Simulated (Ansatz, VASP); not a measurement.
# Two plane-wave programs on MgS

Contents of INCAR:

```
PREC = Accurate
ENCUT = 520
EDIFF = 1E-6
ISMEAR = 0
SIGMA = 0.05
LREAL = False
LASPH = True
NELM = 80
ALGO = Normal
ISIF = 2
LWAVE = False
LCHARG = False
GGA = PE
NBANDS = 11
```

File KPOINTS:

```
Automatic mesh
0
Gamma
  8 8 8
```

POSCAR

```
MgS
1.0
    0.0000000000      2.4715675000      2.7317325000
    2.4715675000      0.0000000000      2.7317325000
    2.4715675000      2.4715675000      0.0000000000
Mg S
1 1
Direct
    0.0000000000      0.0000000000      0.0000000000
    0.5000000000      0.5000000000      0.5000000000
```

Input for Ansatz:

```yaml
crystal:
  lattice:
    - [0.0, 2.4715675, 2.7317325]
    - [2.4715675, 0.0, 2.7317325]
    - [2.4715675, 2.4715675, 0.0]
  atoms:
    - { symbol: Mg, position: [0.0, 0.0, 0.0] }
    - { symbol: S, position: [0.5, 0.5, 0.5] }
basis:
  ecutwfc: 420
kpoints:
  mp_grid: { grid: [8, 8, 8] }
hamiltonian:
  xc: pbe
scf:
  occupations: { method: gaussian, width: 0.05 }
output:
  forces: true
  stress: true
  eigenvalues: true
```

Change from the starting cell: strain -0.050 along x and y, +0.050 along z, atoms carried along.

Alike in both runs: task single point; functional PBE; k mesh 8 × 8 × 8; occupations gaussian, width 0.05 eV; no spin polarisation.

|  | VASP | Ansatz |
| --- | --- | --- |
| version | VASP 6.6.1 | Ansatz 0.2.0 |
| potentials or method | VASP PAW PBE potentials, release 64 (Mg, S), cutoff 520 eV | scalar-relativistic, plane waves, PAW |
| valence electrons in the cell | 8 | 16 |

```tsv
	VASP	Ansatz	Ansatz less VASP
gap on the k mesh at the Fermi level (eV)	2.59	2.60	+0.010
least direct gap on the mesh (eV)	3.93	3.94	+0.008
pressure (GPa)	7.4	7.7	+0.31
traceless stress, the component that is largest in VASP (GPa)	-8.44	-8.46	-0.027
```

VASP's potentials hold 8 valence electrons a cell and Ansatz's 16, so a difference there can come from the potentials and not from the codes.
